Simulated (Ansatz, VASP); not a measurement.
**Sr2CaZnC6N6: VASP beside Ansatz**

INCAR

```
ALGO     = Normal         # electronic algorithm
EDIFF    = 1E-6           # SCF threshold, eV
ENCUT    = 520            # plane-wave cutoff, eV
GGA      = PE             # functional
ISIF     = 2              # what is computed and relaxed
ISMEAR   = 0              # smearing method
LASPH    = True           # aspherical terms in the spheres
LCHARG   = True           # write CHGCAR
LELF     = True           # ELF
LREAL    = Auto         
LVHAR    = True         
LWAVE    = False          # write WAVECAR
NBANDS   = 62             # bands
NELM     = 80             # most SCF steps
PREC     = Accurate       # precision mode
SIGMA    = 0.1            # smearing width, eV
```

Contents of KPOINTS:

```
k-points
0
Gamma
  4 4 4
```

POSCAR

```
Sr2CaZnC6N6
1.0
    0.0000000000      5.2835000000      5.2835000000
    5.2835000000      0.0000000000      5.2835000000
    5.2835000000      5.2835000000      0.0000000000
Sr Ca Zn C N
2 1 1 6 6
Direct
    0.2500000000      0.2500000000      0.2500000000
    0.7500000000      0.7500000000      0.7500000000
    0.0000000000      0.0000000000      0.0000000000
    0.5000000000      0.5000000000      0.5000000000
    0.8007002900      0.1992997100      0.1992997100
    0.1992997100      0.8007002900      0.1992997100
    0.1992997100      0.1992997100      0.8007002900
    0.1992997100      0.8007002900      0.8007002900
    0.8007002900      0.1992997100      0.8007002900
    0.8007002900      0.8007002900      0.1992997100
    0.6899782300      0.3100217700      0.3100217700
    0.3100217700      0.6899782300      0.3100217700
    0.3100217700      0.3100217700      0.6899782300
    0.3100217700      0.6899782300      0.6899782300
    0.6899782300      0.3100217700      0.6899782300
    0.6899782300      0.6899782300      0.3100217700
```

Input for Ansatz:

```yaml
crystal:
  lattice:
    - [0.0, 5.2835, 5.2835]
    - [5.2835, 0.0, 5.2835]
    - [5.2835, 5.2835, 0.0]
  atoms:
    - { symbol: Sr, position: [0.25, 0.25, 0.25] }
    - { symbol: Sr, position: [0.75, 0.75, 0.75] }
    - { symbol: Ca, position: [0.0, 0.0, 0.0] }
    - { symbol: Zn, position: [0.5, 0.5, 0.5] }
    - { symbol: C, position: [0.80070029, 0.19929971, 0.19929971] }
    - { symbol: C, position: [0.19929971, 0.80070029, 0.19929971] }
    - { symbol: C, position: [0.19929971, 0.19929971, 0.80070029] }
    - { symbol: C, position: [0.19929971, 0.80070029, 0.80070029] }
    - { symbol: C, position: [0.80070029, 0.19929971, 0.80070029] }
    - { symbol: C, position: [0.80070029, 0.80070029, 0.19929971] }
    - { symbol: "N", position: [0.68997823, 0.31002177, 0.31002177] }
    - { symbol: "N", position: [0.31002177, 0.68997823, 0.31002177] }
    - { symbol: "N", position: [0.31002177, 0.31002177, 0.68997823] }
    - { symbol: "N", position: [0.31002177, 0.68997823, 0.68997823] }
    - { symbol: "N", position: [0.68997823, 0.31002177, 0.68997823] }
    - { symbol: "N", position: [0.68997823, 0.68997823, 0.31002177] }
basis:
  ecutwfc: 420
kpoints:
  mp_grid: { grid: [4, 4, 4] }
hamiltonian:
  xc: pbe
scf:
  occupations: { method: gaussian, width: 0.1 }
  lower_state_search: "off"
output:
  forces: true
  stress: true
  eigenvalues: true
```

Alike in both runs: task single point; functional PBE; k mesh 4 × 4 × 4; occupations gaussian, width 0.1 eV; no spin polarisation.

|  | VASP | Ansatz |
| --- | --- | --- |
| version | VASP 6.6.1 | Ansatz 0.2.0 |
| potentials or method | VASP PAW PBE potentials, release 64 (Sr_sv, Ca_sv, Zn, C, N), cutoff 520 eV | scalar-relativistic, plane waves, PAW |
| valence electrons in the cell | 96 | 96 |

|  | VASP | Ansatz | Ansatz less VASP |
| --- | --- | --- | --- |
| gap on the k mesh at the Fermi level (eV) | none | none | - |
| pressure (GPa) | 14.0 | 13.4 | -0.59 |
| rms of the force components (eV/Å) | 0.831 | 0.915 | +0.0838 |

Atom by atom the forces differ by 0.182 eV/Å (rms over components). A gap of «none» marks a metal or a gap that the smearing closes. With one functional, cell and mesh, what is left measures potentials, basis and numerics.

Noted on VASP's run: the standard files for N, O and F lose accuracy on very short bonds.
